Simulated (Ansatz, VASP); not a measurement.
## SrTiO3: VASP beside Ansatz

The input INCAR:

```
PREC = Accurate ; ENCUT = 520
EDIFF = 1E-6 ; ISMEAR = 0
SIGMA = 0.05 ; LREAL = False
LASPH = True ; NELM = 80
ALGO = Normal ; ISIF = 2
LWAVE = False ; LCHARG = False
GGA = PS ; NBANDS = 28
```

KPOINTS

```
Automatic mesh
0
Gamma
  8 8 8
```

Contents of POSCAR:

```
SrTiO3
1.0
    3.8913815400      0.0000000000      0.0000000000
    0.0000000000      3.8913815400      0.0000000000
    0.0000000000      0.0000000000      3.8913815400
Sr Ti O
1 1 3
Direct
   -0.0115766142      0.0000000000      0.0000000000
    0.5236514214      0.5000000000      0.5000000000
   -0.0034014993      0.5000000000      0.5000000000
    0.4980199055      0.0000000000      0.5000000000
    0.4980199055      0.5000000000      0.0000000000
```

Input for Ansatz:

```yaml
crystal:
  lattice:
    - [3.89138154, 0.0, 0.0]
    - [0.0, 3.89138154, 0.0]
    - [0.0, 0.0, 3.89138154]
  atoms:
    - { symbol: Sr, position: [-0.0115766142, 0.0, 0.0] }
    - { symbol: Ti, position: [0.5236514214, 0.5, 0.5] }
    - { symbol: O, position: [-0.0034014993, 0.5, 0.5] }
    - { symbol: O, position: [0.4980199055, 0.0, 0.5] }
    - { symbol: O, position: [0.4980199055, 0.5, 0.0] }
basis:
  ecutwfc: 520.0
kpoints:
  mp_grid: { grid: [8, 8, 8] }
hamiltonian:
  xc: pbesol
  pseudopotentials: { kind: paw, azcp: { folder: soft_1 } }
scf:
  occupations: { method: gaussian, width: 0.05 }
output:
  forces: true
  stress: true
  eigenvalues: true
```

Change from the starting cell: mode 1 frozen in at -0.031 Å and mode 7 at +0.075 Å (largest displacements).

Alike in both runs: task single point; functional PBEsol; k mesh 8 × 8 × 8; occupations gaussian, width 0.05 eV; no spin polarisation.

```csv
,VASP,Ansatz
version,VASP 6.6.1,Ansatz 0.2.0
potentials or method,"VASP PAW PBE potentials, release 64 (Sr_sv, Ti_sv, O), cutoff 520 eV","scalar-relativistic, plane waves, PAW"
valence electrons in the cell,40,40
```

VASP gave:

* gap on the k mesh at the Fermi level (eV): 1.83
* least direct gap on the mesh (eV): 2.32
* pressure (GPa): 1.5
* traceless stress, the component that is largest in VASP (GPa): 1.25
* rms of the force components (eV/Å): 0.202

Question: Estimate Ansatz's values.

Answer: gap on the k mesh at the Fermi level (eV): 1.87; least direct gap on the mesh (eV): 2.34; pressure (GPa): 0.9; traceless stress, the component that is largest in VASP (GPa): 1.20; rms of the force components (eV/Å): 0.188.

VASP's potentials were made for PBE, not for PBEsol, and Ansatz warns of the same on its side. Atom by atom the forces differ by 0.017 eV/Å (rms over components). With one functional, cell and mesh, what is left measures potentials, basis and numerics.
